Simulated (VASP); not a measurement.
A run of VASP 6.6.1 is set up as follows.

File INCAR:

```
PREC = Accurate ; ENCUT = 520
EDIFF = 1E-7 ; ISMEAR = 1
SIGMA = 0.1 ; LREAL = F
LASPH = T ; NELM = 80
ALGO = Normal ; ISIF = 2
LWAVE = F ; LCHARG = F
GGA = PS ; NBANDS = 16
```

Contents of KPOINTS:

```
Automatic mesh
0
Gamma
  10 10 10
```

The input POSCAR:

```
LaC2
1.0
   -1.9991050000      2.4350450000      2.7205670000
    1.9991050000     -2.4350450000      2.7205670000
    1.9991050000      2.4350450000     -2.7205670000
La C
1 2
Direct
    0.0000000000      0.0000000000      0.0000000000
    0.6332160000      0.5000000000      0.1332160000
    0.3667840000      0.5000000000      0.8667840000
```

Potentials or basis: VASP PAW PBE potentials, release 64 (La, C).

Command:

```sh
$ cat potpaw_PBE.64/La/POTCAR potpaw_PBE.64/C/POTCAR > POTCAR
$ mpirun -np 1 vasp_std > vasp.out
```

Problem. What does it give for the pressure?

Solution. -3.1 GPa.

Problem. What does it give for the largest force?

Solution. 0.084 eV/Å.

Forces on the atoms (eV/Å):
```
La   0.000  0.000  0.000
C    0.000  0.084  0.000
C    0.000 -0.084  0.000
```

Caveat: the PAW data sets were made with another functional, which shifts forces and pressure a little.
